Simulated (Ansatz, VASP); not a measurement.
# GaCuSe2: VASP beside Ansatz

```
Ga Cu Se
1.0
    -2.80955    2.80955    5.51300
     2.80955   -2.80955    5.51300
     2.80955    2.80955   -5.51300
Ga Cu Se
2 2 4
Direct
  0.50000 0.50000 0.00000
  0.25000 0.75000 0.50000
  0.00000 0.00000 0.00000
  0.75000 0.25000 0.50000
  0.37500 0.37562 0.50062
  0.62438 0.12500 0.99938
  0.87500 0.87438 0.49938
  0.12562 0.62500 0.00062
```

Alike in both runs: task electric field gradients; functional PBE; k mesh 7 × 7 × 7; occupations fermi-dirac, width 0.02 eV; no spin polarisation.

|  | VASP | Ansatz |
| --- | --- | --- |
| version | VASP 6.6.1 | Ansatz 0.2.0 |
| potentials or method | VASP PAW PBE potentials, release 64 (Ga_d, Cu, Se) | plane-wave PAW, scalar-relativistic |
| plane-wave cutoff (eV) | 520 | 420 |
| valence electrons in the cell | 72 | 128 |

```csv
,VASP,Ansatz,Ansatz less VASP
pressure (GPa),3.0,2.8,-0.20
"traceless stress, the component that is largest in VASP (GPa)",0.11,0.12,+0.012
rms of the force components (eV/Å),0.155,0.160,+0.0046
size of Vzz on the site where it differs most (V/Å²),156.6,161.8,+5.15
```

Atom by atom the forces differ by 0.005 eV/Å (rms over components). VASP's potentials hold 72 valence electrons a cell and Ansatz's 128, so a difference there can come from the potentials and not from the codes.
